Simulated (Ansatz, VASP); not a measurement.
# Two plane-wave programs on Sn

The input INCAR:

```
SYSTEM = Sn
ALGO     = Fast           ! electronic algorithm
EDIFF    = 1E-6           ! SCF threshold, eV
EDIFFG   = -0.001         ! ionic threshold
ENCUT    = 600            ! plane-wave cutoff, eV
IBRION   = 2              ! ionic algorithm
ISIF     = 3              ! what is computed and relaxed
ISMEAR   = -1             ! smearing method
LASPH    = .True.         ! aspherical terms in the spheres
LCHARG   = .False.        ! write CHGCAR
LREAL    = .False.        ! projectors in reciprocal space
LWAVE    = .False.        ! write WAVECAR
NELM     = 80             ! most SCF steps
NSW      = 80             ! ionic steps
PREC     = Accurate       ! precision mode
SIGMA    = 0.15           ! smearing width, eV
```

KPOINTS

```
k-points
0
Gamma
  16 16 16
  0 0 0
```

File POSCAR:

```
Sn
1.0
    0.0000000000      3.2364709887      3.2364709887
    3.2364709887      0.0000000000      3.2364709887
    3.2364709887      3.2364709887      0.0000000000
Sn
2
Direct
    0.5000000000      0.5000000000      0.5000000000
    0.7500000000      0.7500000000      0.7500000000
```

Input for Ansatz:

```yaml
crystal:
  lattice:
    - [0.0, 3.2364709887, 3.2364709887]
    - [3.2364709887, 0.0, 3.2364709887]
    - [3.2364709887, 3.2364709887, 0.0]
  atoms:
    - { symbol: Sn, position: [0.5, 0.5, 0.5] }
    - { symbol: Sn, position: [0.75, 0.75, 0.75] }
basis:
  ecutwfc: 420
kpoints:
  mp_grid: { grid: [16, 16, 16] }
hamiltonian:
  xc: lda
  pseudopotentials: { kind: paw, azcp: { folder: soft_1 } }
scf:
  occupations: { method: fermi_dirac, width: 0.15 }
output:
  forces: true
  stress: true
  eigenvalues: true
relax:
  adjacent_minimum: "off"
  f_tol: 0.001
  max_steps: 60
  cell: { stress_tol: 0.01 }
```

Alike in both runs: task relaxation of cell and atoms; functional LDA; k mesh 16 × 16 × 16; occupations fermi-dirac, width 0.15 eV; no spin polarisation.

|  | VASP | Ansatz |
| --- | --- | --- |
| version | VASP 6.6.1 | Ansatz 0.2.0 |
| potentials or method | VASP PAW LDA potentials, release 64 (Sn_d), cutoff 600 eV | scalar-relativistic, plane waves, PAW |
| valence electrons in the cell | 28 | 28 |

```tsv
	VASP	Ansatz	Ansatz less VASP
gap on the k mesh at the Fermi level, each at its own relaxed structure (eV)	none	none	-
relaxed volume (Å³/atom)	33.98	33.94	-0.041
relaxed length of the cell vector where the two differ most in proportion (Å)	4.581	4.579	-0.0018
```

Ansatz warns that its potentials were made for another functional, while VASP's fit it. LDA's correlation is that of Perdew and Zunger in VASP and of Perdew and Wang (1992) in Ansatz. A gap of «none» marks a metal or a gap that the smearing closes.
